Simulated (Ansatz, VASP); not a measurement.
One calculation of Mn, two programs

Contents of INCAR:

```
SYSTEM = Mn
  PREC = Accurate
  ENCUT = 520
  EDIFF = 1E-6
  ISMEAR = -1
  SIGMA = 0.05
  LREAL = .FALSE.
  LASPH = .TRUE.
  NELM = 150
  ALGO = Normal
  ISIF = 2
  LWAVE = .FALSE.
  LCHARG = .FALSE.
  ISPIN = 2
  MAGMOM = 2.622 -2.622
  LORBIT = 11
  LMAXMIX = 4
  GGA = RP
  NBANDS = 24
```

Contents of KPOINTS:

```
Automatic mesh
0
G
  12 12 12
  0 0 0
```

File POSCAR:

```
Mn
1.0
    0.0000000000      2.5424429923      2.5424429923
    2.5424429923      0.0000000000      2.5424429923
    2.5424429923      2.5424429923      0.0000000000
Mn
2
Direct
    0.1250000000      0.1250000000      0.1250000000
    0.8750000000      0.8750000000      0.8750000000
```

Input for Ansatz:

```yaml
crystal:
  lattice:
    - [0.0, 2.5424429923, 2.5424429923]
    - [2.5424429923, 0.0, 2.5424429923]
    - [2.5424429923, 2.5424429923, 0.0]
  atoms:
    - { symbol: Mn, position: [0.125, 0.125, 0.125], spin: 2.622 }
    - { symbol: Mn, position: [0.875, 0.875, 0.875], spin: -2.622 }
hamiltonian:
  xc: rpbe
  pseudopotentials:
    kind: paw
    azcp:
      Mn: "pseudopotentials/Mn.paw.azcp"
basis:
  ecutwfc: 420
  fft_grid_basis: typed
kpoints:
  mp_grid: { grid: [12, 12, 12], shift: [0, 0, 0] }
magnetization:
  spin_polarized: true
scf:
  occupations: { method: fermi_dirac, width: 0.05 }
  lower_state_search: "off"
output:
  stress: true
  write_density: true
  write_potential: true
  elf: true
  volumetric_format: npy
```

Alike in both runs: task single point; functional RPBE; k mesh 12 × 12 × 12; occupations fermi-dirac, width 0.05 eV; collinear spin.

```csv
,VASP,Ansatz
version,VASP 6.6.1,Ansatz 0.2.0
potentials or method,"VASP PAW PBE potentials, release 64 (Mn_pv), cutoff 520 eV","plane waves (420 eV) with PAW, scalar-relativistic"
valence electrons in the cell,26,30
```

```csv
,VASP,Ansatz,Ansatz less VASP
pressure (GPa),6.9,6.4,-0.48
net moment per atom (μB),0.00,0.00,0.000
size of the moment on the site where the two differ most (μB),2.23,2.05,-0.184
```

VASP's potentials were made for PBE, not for RPBE. Site moments also hang on the region over which each program counts them. The functional is the same, so the differences come from potentials, cutoffs and numerics. VASP's potentials hold 26 valence electrons a cell and Ansatz's 30, so a difference there can come from the potentials and not from the codes.
